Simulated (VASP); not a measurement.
## YBPd3: single point with LDA

The system is YBPd3.

```xyz
5
Lattice="4.2960 0.0000 0.0000 0.0000 4.2960 0.0000 0.0000 0.0000 4.2960" Properties=species:S:1:pos:R:3 pbc="T T T"
Y     0.0000    0.0000    0.0000
B     2.1480    2.1480    2.1480
Pd    0.0000    2.1480    2.1480
Pd    2.1480    2.1480    0.0000
Pd    2.1480    0.0000    2.1480
```

| Item | Value |
| --- | --- |
| Program | VASP 6.6.1 |
| Task | single point |
| Functional | LDA |
| Potentials or basis | VASP PAW LDA potentials, release 64 (Y_sv, B, Pd) |
| Cutoff | 520 eV |
| k mesh | 6 × 6 × 6 |
| Occupations | fermi-dirac, width 0.15 eV |
| Spin | no spin polarisation |

| Property | Result |
| --- | --- |
| Pressure | -7.7 GPa |
| Band gap on the k mesh | zero (bands 22 and 23 overlap by 1.81 eV) |

Levels at points of the mesh, in eV from the Fermi level:
| k point | band 18 | band 19 | band 20 | band 21 | band 22 | band 23 | band 24 | band 25 | band 26 | band 27 |
| --- | --- | --- | --- | --- | --- | --- | --- | --- | --- | --- |
| (0.00, 0.00, 0.00) | -1.65 | -1.65 | -1.65 | -1.50 | -1.50 | -1.50 | 1.84 | 1.84 | 4.10 | 4.10 |
| (0.50, 0.00, 0.00) | -2.76 | -2.76 | -2.40 | -1.65 | 0.32 | 0.32 | 1.56 | 2.56 | 2.56 | 2.91 |
| (0.50, 0.50, 0.00) | -2.88 | -2.68 | -2.57 | -1.59 | -0.41 | -0.41 | 1.71 | 1.71 | 2.37 | 2.41 |
| (0.50, 0.50, 0.50) | -1.79 | -1.79 | -1.79 | 0.29 | 0.29 | 0.29 | 0.37 | 0.37 | 0.37 | 3.93 |

It took 60 s on 1 thread of Intel Xeon 8259CL, with other jobs on the host, peak memory 0.19 GiB.

Caveat: the cell stands under tension.
